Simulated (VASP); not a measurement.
# Al (Im-3m) in VASP: a series of runs, part 2 of 2

VASP 6.6.1. Earlier steps stand in the parts before.

### Step 3. Single point, r2SCAN

This run uses another cell than the first one, of 16.12 Å³/atom, 0.887 times its volume.

Contents of POSCAR:

```
Al
1.0
   -1.5912186900      1.5912186900      1.5912186900
    1.5912186900     -1.5912186900      1.5912186900
    1.5912186900      1.5912186900     -1.5912186900
Al
1
Direct
    0.0000000000      0.0000000000      0.0000000000
```

Contents of INCAR.step1:

```
PREC     = Accurate       # precision mode
ENCUT    = 520            # plane-wave cutoff, eV
ISMEAR   = -1             # smearing method
SIGMA    = 0.05           # smearing width, eV
LREAL    = F              # projectors in reciprocal space
LASPH    = T              # aspherical terms in the spheres
NELM     = 80             # most SCF steps
NBANDS   = 8              # bands
GGA      = PE             # functional
ALGO     = Normal         # electronic algorithm
EDIFF    = 1E-4           # SCF threshold, eV
LWAVE    = T              # write WAVECAR
LCHARG   = F              # write CHGCAR
```

Contents of INCAR.step2:

```
PREC     = Accurate       # precision mode
ENCUT    = 520            # plane-wave cutoff, eV
EDIFF    = 1E-6           # SCF threshold, eV
ISMEAR   = -1             # smearing method
SIGMA    = 0.05           # smearing width, eV
LREAL    = F              # projectors in reciprocal space
LASPH    = T              # aspherical terms in the spheres
NELM     = 80             # most SCF steps
ALGO     = Normal         # electronic algorithm
ISIF     = 2              # what is computed and relaxed
LWAVE    = F              # write WAVECAR
LCHARG   = T              # write CHGCAR
METAGGA  = R2SCAN         # meta-GGA
LMIXTAU  = T            
LELF     = T              # ELF
LVHAR    = T            
NBANDS   = 8              # bands
ISTART   = 1
```

Contents of KPOINTS:

```
regular mesh
0
Gamma
  12 12 12
```

Potentials or basis: VASP PAW PBE potentials, release 64 (Al).

Run with:

```
$ cat potpaw_PBE.64/Al/POTCAR > POTCAR
$ cp INCAR.step1 INCAR
$ mpirun -np 1 vasp_std > vasp.out
$ cp INCAR.step2 INCAR
$ mpirun -np 1 vasp_std > vasp.out
```

OUTCAR:

```text
PREC = Accurate
   ENCUT = 520
   EDIFF = 1E-6
   ISMEAR = -1
   LREAL = F
   LASPH = T
   NELM = 80
   ISIF = 2
   METAGGA = R2SCAN
   ISTART = 1

 ion  position               nearest neighbor table
   1  0.000  0.000  0.000-

  LATTYP: Found a body centered cubic cell.
 ALAT       =     3.1824373800

  Lattice vectors:

 A1 = (  -1.5912186900,   1.5912186900,   1.5912186900)
 A2 = (   1.5912186900,  -1.5912186900,   1.5912186900)
 A3 = (   1.5912186900,   1.5912186900,  -1.5912186900)

Analysis of symmetry for initial positions (statically):
=====================================================================
 Subroutine PRICEL returns:
 Original cell was already a primitive cell.

 Routine SETGRP: Setting up the symmetry group for a
 body centered cubic supercell.

 Subroutine GETGRP returns: Found 48 space group operations
[... 9 lines left out ...]

 Routine SETGRP: Setting up the symmetry group for a
 body centered cubic supercell.

 Subroutine GETGRP returns: Found 48 space group operations
[... 11 lines left out ...]
                                     Primitive cell

  volume of cell :      16.1157

  direct lattice vectors                    reciprocal lattice vectors
    -1.591218690  1.591218690  1.591218690     0.000000000  0.314224565  0.314224565
     1.591218690 -1.591218690  1.591218690     0.314224565  0.000000000  0.314224565
     1.591218690  1.591218690 -1.591218690     0.314224565  0.314224565  0.000000000

  length of vectors
     2.756071617  2.756071617  2.756071617     0.444380641  0.444380641  0.444380641

  position of ions in fractional coordinates (direct lattice)
     0.000000000  0.000000000  0.000000000

  ion indices of the primitive-cell ions
   primitive index   ion index
                 1           1

----------------------------------------------------------------------------------------
[... 76 lines left out ...]
   ISIF   =      2    stress and relaxation
   ISYM   =      2    0-nonsym 1-usesym 2-fastsym
   POTIM  = 0.5000    time-step for ionic-motion
   TEBEG  =    0.0;   TEEND  =   0.0 temperature during run
   PSTRESS=    0.0 pullay stress
   NELECT =       3.0000    total number of electrons
   NUPDOWN=      -1.0000    fix difference up-down
   EMIN   =  10.00;   EMAX   =-10.00  energy-range for DOS
[... 5 lines left out ...]
     AMIX     =   0.40;   BMIX     =  1.00
     AMIX_MAG =   1.60;   BMIX_MAG =  1.00
  volume/ion in A,a.u.               =      16.12       108.75
  Fermi-wavevector in a.u.,A,eV,Ry     =   0.934757  1.766435 11.888371  0.873771
  Thomas-Fermi vector in A             =   2.061595
   LORBIT       =      0    0 simple, 1 ext, 2 COOP (PROOUT), +10 PAW based schemes
   METAGGA = R2SCAN    functional components
   LHFCALC =     F    Hartree Fock is set to
   AEXX    =    0.0000 exact exchange contribution
   IVDW    =     0    specifies the selected vdW correction
   LEPSILON=     F    determine dielectric tensor
   LRPA    =     F    only Hartree local field effects (RPA)
 non-spin polarized calculation
  energy-cutoff  :      520.00
  volume of cell :       16.12
 maximum number of plane-waves:       466
   NGX = 11   NGY = 11   NGZ = 11

 number of electron       3.0000000 magnetization

 Free energy of the ion-electron system (eV)
  ---------------------------------------------------
  ext. energy  EPLUGINS =         0.00000000
  ---------------------------------------------------
  free energy    TOTEN  =        -6.62032560 eV

  energy without entropy =       -6.61620808  energy(sigma->0) =       -6.61826684

 E-fermi :   8.2761     XC(G=0): -11.0079

 val. band max:        8.1662912146   @ k =   0.2500   0.2500   0.1667
 cond. band min:       8.3017525270   @ k =  -0.3333   0.5000   0.1667
 fundamental gap:      0.1354613124
 Fermi energy:         8.2761252402

 k-point     1 :       0.0000    0.0000    0.0000
  band No.  band energies     occupation
      1      -3.7463      2.00000
      2      22.4613      0.00000
      3      22.4613      0.00000
      4      22.4614      0.00000
      5      24.5666      0.00000
      6      24.5666      0.00000
      7      24.5667      0.00000
      8      25.7303      0.00000
[... 243 lines left out ...]
 k-point    24 :       0.4167    0.0833    0.0833
  band No.  band energies     occupation
      1       3.8761      2.00000
      2       4.6594      2.00000
      3      13.4981      0.00000
      4      14.5282      0.00000
      5      23.3221      0.00000
      6      24.0239      0.00000
      7      30.7655      0.00000
      8      32.2956      0.00000

 [... further k-points ...]
[... 5 lines left out ...]
  --------------------------------------------------------------------------------------
  -------------------------------------------------------------------------------------
  Total        0.0087404      0.0087404      0.0087404      0.0000000      0.0000000     -0.0000000
  in kB        0.8689461      0.8689461      0.8689461      0.0000000      0.0000000     -0.0000000
  external PRESSURE =       0.8689461 kB  Pullay stress =       0.0000000 kB

 VOLUME and BASIS-vectors are now :
 -----------------------------------------------------------------------------
  energy-cutoff  :      520.00
  volume of cell :       16.12
      direct lattice vectors                 reciprocal lattice vectors
    -1.591218690  1.591218690  1.591218690     0.000000000  0.314224565  0.314224565
     1.591218690 -1.591218690  1.591218690     0.314224565  0.000000000  0.314224565
     1.591218690  1.591218690 -1.591218690     0.314224565  0.314224565  0.000000000

 POSITION                                       TOTAL-FORCE (eV/Angst)
 -----------------------------------------------------------------------------------
      0.00000      0.00000      0.00000        -0.000000      0.000000     -0.000000
 -----------------------------------------------------------------------------------
    total drift:                                0.000000      0.000000     -0.000000

  FREE ENERGIE OF THE ION-ELECTRON SYSTEM (eV)
  ---------------------------------------------------
  free  energy   TOTEN  =        -6.6203255988 eV

  energy  without entropy=       -6.6162080792  energy(sigma->0) =       -6.61826684
```

OSZICAR.step1:

```text
N       E                     dE             d eps       ncg     rms          rms(c)
DAV:   1    -0.216554392161E+01   -0.21655E+01   -0.83543E+02  1152   0.201E+02
DAV:   2    -0.365479158550E+01   -0.14892E+01   -0.14724E+01  1616   0.194E+01
DAV:   3    -0.366252407444E+01   -0.77325E-02   -0.77282E-02  1416   0.148E+00
DAV:   4    -0.366255289179E+01   -0.28817E-04   -0.28817E-04  1696   0.808E-02
DAV:   5    -0.366255299375E+01   -0.10196E-06   -0.10192E-06  1416   0.345E-03    0.129E+00
DAV:   6    -0.364778461942E+01    0.14768E-01   -0.18835E-03  1312   0.196E-01    0.742E-01
DAV:   7    -0.363752061067E+01    0.10264E-01   -0.56135E-03  1264   0.318E-01    0.144E-01
DAV:   8    -0.363751435675E+01    0.62539E-05   -0.20666E-05  1360   0.313E-02
   1 F= -.36375144E+01 E0= -.36354561E+01  d E =-.411643E-02
```

Run time: 11 s. Hardware: 1 thread of Intel Xeon 6975P-C (Granite Rapids), shared host; peak memory 0.12 GiB.

Results:

- Free energy: -6.6203 eV
- Pressure: 0.1 GPa

Caveat: the PAW data sets were made with another functional, which shifts forces and pressure a little.

### Step 4. Relaxation of cell and atoms, revPBE

This run uses another cell than the first one, of 16.12 Å³/atom, 0.887 times its volume.

Contents of INCAR:

```
SYSTEM = Al
PREC = Accurate
ENCUT = 600
EDIFF = 1E-6
ISMEAR = -1
SIGMA = 0.05
LREAL = .False.
LASPH = .True.
NELM = 80
ALGO = Normal
ISIF = 3
LWAVE = .False.
LCHARG = .False.
GGA = RE
IBRION = 2
NSW = 60
EDIFFG = -0.01
```

Contents of KPOINTS:

```
regular mesh
0
Gamma
  12 12 12
  0 0 0
```

POSCAR is that of step 3.

Potentials or basis: VASP PAW PBE potentials, release 64 (Al).

Run with:

```
$ cat potpaw_PBE.64/Al/POTCAR > POTCAR
$ mpirun -np 1 vasp_std > vasp.out
```

OUTCAR:

```text
SYSTEM = Al
   PREC = Accurate
   ENCUT = 600
   EDIFF = 1E-6
   ISMEAR = -1
   LREAL = .False.
   LASPH = .True.
   NELM = 80
   ISIF = 3
   GGA = RE
   IBRION = 2
   NSW = 60
   EDIFFG = -0.01

 ion  position               nearest neighbor table
   1  0.000  0.000  0.000-

  LATTYP: Found a body centered cubic cell.
 ALAT       =     3.1824373800

  Lattice vectors:

 A1 = (  -1.5912186900,   1.5912186900,   1.5912186900)
 A2 = (   1.5912186900,  -1.5912186900,   1.5912186900)
 A3 = (   1.5912186900,   1.5912186900,  -1.5912186900)

Analysis of symmetry for initial positions (statically):
=====================================================================
 Subroutine PRICEL returns:
 Original cell was already a primitive cell.

 Routine SETGRP: Setting up the symmetry group for a
 body centered cubic supercell.

 Subroutine GETGRP returns: Found 48 space group operations
[... 9 lines left out ...]

 Routine SETGRP: Setting up the symmetry group for a
 body centered cubic supercell.

 Subroutine GETGRP returns: Found 48 space group operations
[... 11 lines left out ...]
                                     Primitive cell

  volume of cell :      16.1157

  direct lattice vectors                    reciprocal lattice vectors
    -1.591218690  1.591218690  1.591218690     0.000000000  0.314224565  0.314224565
     1.591218690 -1.591218690  1.591218690     0.314224565  0.000000000  0.314224565
     1.591218690  1.591218690 -1.591218690     0.314224565  0.314224565  0.000000000

  length of vectors
     2.756071617  2.756071617  2.756071617     0.444380641  0.444380641  0.444380641

  position of ions in fractional coordinates (direct lattice)
     0.000000000  0.000000000  0.000000000

  ion indices of the primitive-cell ions
   primitive index   ion index
                 1           1

----------------------------------------------------------------------------------------

[... 88 lines left out ...]
     AMIX     =   0.40;   BMIX     =  1.00
     AMIX_MAG =   1.60;   BMIX_MAG =  1.00
  volume/ion in A,a.u.               =      16.12       108.75
  Fermi-wavevector in a.u.,A,eV,Ry     =   0.934757  1.766435 11.888371  0.873771
  Thomas-Fermi vector in A             =   2.061595
   LORBIT       =      0    0 simple, 1 ext, 2 COOP (PROOUT), +10 PAW based schemes
   GGA     = RE    functional components
   LHFCALC =     F    Hartree Fock is set to
   AEXX    =    0.0000 exact exchange contribution
   IVDW    =     0    specifies the selected vdW correction
   LEPSILON=     F    determine dielectric tensor
   LRPA    =     F    only Hartree local field effects (RPA)
 conjugate gradient relaxation of ions
 non-spin polarized calculation
  energy-cutoff  :      600.00
  volume of cell :       16.12
 maximum number of plane-waves:       555
 NGX is ok and might be reduce to    24
   NGX = 11   NGY = 11   NGZ = 11

--------------------------------------- Ionic step        1  -------------------------------------------

 number of electron       3.0000000 magnetization

 Free energy of the ion-electron system (eV)
  ---------------------------------------------------
  ext. energy  EPLUGINS =         0.00000000
  ---------------------------------------------------
  free energy    TOTEN  =        -3.44056848 eV

  energy without entropy =       -3.43635435  energy(sigma->0) =       -3.43846141

------------------------ aborting loop because EDIFF is reached ----------------------------------------

  FORCE on cell =-STRESS in cart. coord.  units (eV):
  Direction    XX          YY          ZZ          XY          YZ          ZX
  --------------------------------------------------------------------------------------
  -------------------------------------------------------------------------------------
  Total        0.4818631      0.4818631      0.4818631     -0.0000000      0.0000000     -0.0000000
  in kB       47.9054211     47.9054211     47.9054211     -0.0000000      0.0000000     -0.0000000
  external PRESSURE =      47.9054211 kB  Pullay stress =       0.0000000 kB
[... 22 lines left out ...]
--------------------------------------- Ionic step        2  -------------------------------------------

 number of electron       3.0000000 magnetization

 E-fermi :   7.5772     XC(G=0):  -9.9978

 val. band max:        7.5638167557   @ k =   0.3333   0.2500   0.0833
 cond. band min:       7.6484710112   @ k =  -0.4167   0.4167   0.2500
 fundamental gap:      0.0846542555
 Fermi energy:         7.5772100254

 k-point     1 :       0.0000    0.0000    0.0000
  band No.  band energies     occupation
      1      -3.2136      2.00000
      2      20.5883      0.00000
      3      20.5883      0.00000
      4      20.5883      0.00000
      5      21.7627      0.00000
[... 218 lines left out ...]
--------------------------------------- Ionic step        3  -------------------------------------------

 number of electron       3.0000000 magnetization

 Free energy of the ion-electron system (eV)
  ---------------------------------------------------
  ext. energy  EPLUGINS =         0.00000000
  ---------------------------------------------------
  free energy    TOTEN  =        -3.45519802 eV

  energy without entropy =       -3.45118032  energy(sigma->0) =       -3.45318917

 E-fermi :   7.6507     XC(G=0): -10.0230

 val. band max:        7.6411640805   @ k =   0.3333   0.2500   0.0833
 cond. band min:       7.7212749931   @ k =  -0.4167   0.4167   0.2500
 fundamental gap:      0.0801109126
 Fermi energy:         7.6506984908

 k-point     1 :       0.0000    0.0000    0.0000
  band No.  band energies     occupation
      1      -3.1897      2.00000
      2      20.7027      0.00000
      3      20.7027      0.00000
      4      20.7027      0.00000
      5      21.9356      0.00000
[... 212 lines left out ...]
  FREE ENERGIE OF THE ION-ELECTRON SYSTEM (eV)
  ---------------------------------------------------
  free  energy   TOTEN  =        -3.4551980232 eV

  energy  without entropy=       -3.4511803217  energy(sigma->0) =       -3.45318917

 reached required accuracy - stopping structural energy minimisation
```

CONTCAR:

```text
Al
   1.00000000000000
    -1.6243638698038407    1.6243638698038407    1.6243638698038407
     1.6243638698038407   -1.6243638698038407    1.6243638698038407
     1.6243638698038407    1.6243638698038407   -1.6243638698038407
  Al
     1
Direct
     0.0000000000000000    0.0000000000000000    0.0000000000000000

  0.00000000E+00  0.00000000E+00  0.00000000E+00
```

Run time: 5 s. Hardware: 1 thread of Intel Xeon 6975P-C (Granite Rapids), shared host; peak memory 0.13 GiB.

What came out:

```yaml
Free_energy: -3.4552 eV
Relaxed_volume: 17.14 Å³/atom
Relaxed_cell: a = 2.813 Å, b = 2.813 Å, c = 2.813 Å, α = 109.47°, β = 109.47°, γ = 109.47°
Space_group_after_relaxing_to_0.05_Å: Im-3m (No. 229)
Energy_gained_by_relaxing: 14.6 meV/atom
Ionic_steps: 3
Pressure_after_relaxing: 0.0 GPa
```

The path:
| step | energy change (eV) | largest force (eV/Å) | pressure (GPa) | volume (Å³) |
| --- | --- | --- | --- | --- |
| 1 | 0.0000 | 0.0000 | 4.79 | 16.12 |
| 2 | -0.0145 | 0.0000 | -0.47 | 17.27 |
| 3 | -0.0146 | 0.0000 | 0.01 | 17.14 |

Final structure:
```cif
data_structure
_symmetry_space_group_name_H-M 'P 1'
_symmetry_Int_Tables_number 1
_cell_length_a 2.8135
_cell_length_b 2.8135
_cell_length_c 2.8135
_cell_angle_alpha 109.471
_cell_angle_beta 109.471
_cell_angle_gamma 109.471
_cell_volume 17.14
loop_
_atom_site_label
_atom_site_type_symbol
_atom_site_fract_x
_atom_site_fract_y
_atom_site_fract_z
_atom_site_occupancy
Al1 Al 0.00000 0.00000 0.00000 1
```

Caveat: the PAW data sets were made with another functional, which shifts forces and pressure a little.

### Step 5. Overview

```tsv
task	level	cell	cutoff (eV)	gap on the mesh (eV)	pressure (GPa)
single point	BLYP	a = 2.869 Å, angles 109.5°, 1 atom	520	none	0.1
single point	r2SCAN	a = 2.756 Å, angles 109.5°, 1 atom	520	none	0.1
relaxation of cell and atoms	revPBE	relaxed from a = 2.756 Å, angles 109.5°, 1 atom	600	none	0.0
```

Alike in all rows: potentials or basis VASP PAW PBE potentials, release 64 (Al); no spin polarisation; k mesh 12 × 12 × 12; smearing fermi-dirac 0.05 eV.

Caveats: the PAW data sets were made with another functional, which shifts forces and pressure a little.

Absolute energies hang on the potentials; compare differences alone.
